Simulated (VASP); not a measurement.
Write the native input for VASP 6.6.1 that does the following.

```yaml
Task: electric field gradients
Functional: PBE
Potentials_or_basis: VASP PAW PBE potentials, release 64 (Si, C)
Cutoff: 520 eV
k_mesh: 15 × 15 × 8
Occupations: fermi-dirac, width 0.08 eV
Spin: no spin polarisation
Dipole_correction: no
Further_INCAR_settings: ALGO = Normal; EDIFF = 1e-08; NBANDS = 16
```

The structure of SiC lies in POSCAR:

```
SiC
1.0
    3.0759982064      0.0000000000      0.0000000000
   -1.5379991032      2.6638925888      0.0000000000
    0.0000000000      0.0000000000      5.1489600000
Si C
2 2
Direct
    0.3333333333      0.6666666667      0.0000000000
    0.6666666667      0.3333333333      0.5000000000
    0.3333333333      0.6666666667      0.3850000000
    0.6666666667      0.3333333333      0.8850000000
```

This cell differs from its parent crystal: zz strain of +2 %.

The input as run:

INCAR

```
PREC     = Accurate       # precision mode
ENCUT    = 520            # plane-wave cutoff, eV
EDIFF    = 1E-8           # SCF threshold, eV
ISMEAR   = -1             # smearing method
SIGMA    = 0.08           # smearing width, eV
LREAL    = False          # projectors in reciprocal space
LASPH    = True           # aspherical terms in the spheres
NELM     = 80             # most SCF steps
ALGO     = Normal         # electronic algorithm
ISIF     = 2              # what is computed and relaxed
LWAVE    = False          # write WAVECAR
LCHARG   = False          # write CHGCAR
GGA      = PE             # functional
LEFG     = True         
NBANDS   = 16             # bands
```

KPOINTS

```
regular mesh
0
Gamma
  15 15 8
```

Potentials or basis: VASP PAW PBE potentials, release 64 (Si, C).

The run is started by

```console
$ cat potpaw_PBE.64/Si/POTCAR potpaw_PBE.64/C/POTCAR > POTCAR
$ mpirun -np 1 vasp_std > vasp.out
```

It gave:

```json
{"Pressure": "-0.1 GPa", "Largest force": "0.832 eV/Å", "Band gap on the k mesh": "2.40 eV (least direct gap 4.23 eV)", "Largest electric field gradient by atom": "Si +23.3; C +5.8 V/Å²"}
```

Caveat: the cell differs from its parent crystal (zz strain of +2 %); the stress differs along the axes, from -9 to 4 GPa; without QUAD_EFG the Cq values of the log hold for a quadrupole moment of 1 mb, not for the nuclei.

Wall time 39 s on 1 thread of Intel(R) Xeon(R) Platinum 8488C (Sapphire Rapids), on a shared host, peak memory 0.21 GiB.
